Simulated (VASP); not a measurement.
Write the native input for VASP 6.6.1 that does the following.

| Property | Result |
| --- | --- |
| Task | single point |
| Functional | LDA |
| Potentials or basis | VASP PAW LDA potentials, release 64 (Pd) |
| Cutoff | 520 eV |
| k mesh | 11 × 11 × 6 |
| Occupations | fermi-dirac, width 0.05 eV |
| Spin | no spin polarisation |
| Dipole correction | no |
| Further INCAR settings | ALGO = Normal; EDIFF = 1e-06; NBANDS = 17 |

The structure of Pd lies in POSCAR:

```
Pd
1.0
    2.8382605740      0.0000000000      0.0000000000
   -1.4191302870      2.4580057597      0.0000000000
    0.0000000000      0.0000000000      4.7196786564
Pd
2
Direct
    0.3333333333      0.6666666667      0.2500000000
    0.6666666667      0.3333333333      0.7500000000
```

One way to write it, as run:

INCAR

```
SYSTEM = Pd
ALGO = Normal
EDIFF = 1E-6
ENCUT = 520
ISIF = 2
ISMEAR = -1
LASPH = .TRUE.
LCHARG = .FALSE.
LREAL = .FALSE.
LWAVE = .FALSE.
NBANDS = 17
NELM = 100
PREC = Accurate
SIGMA = 0.05
```

KPOINTS

```
k-points
0
G
  11 11 6
  0 0 0
```

Potentials or basis: VASP PAW LDA potentials, release 64 (Pd).

Run with:

```bash
$ cat potpaw_LDA.64/Pd/POTCAR > POTCAR
$ mpirun -np 1 vasp_std > vasp.out
```

It gave:

```json
{"Pressure": "-21.8 GPa", "Band gap on the k mesh": "zero (band 10 reaches 7.95 eV, above the bottom of band 11 at 7.23 eV)"}
```

Wall time 10 s on 1 thread of Intel(R) Xeon(R) 6975P-C (Granite Rapids), on a shared host, peak memory 0.15 GiB.
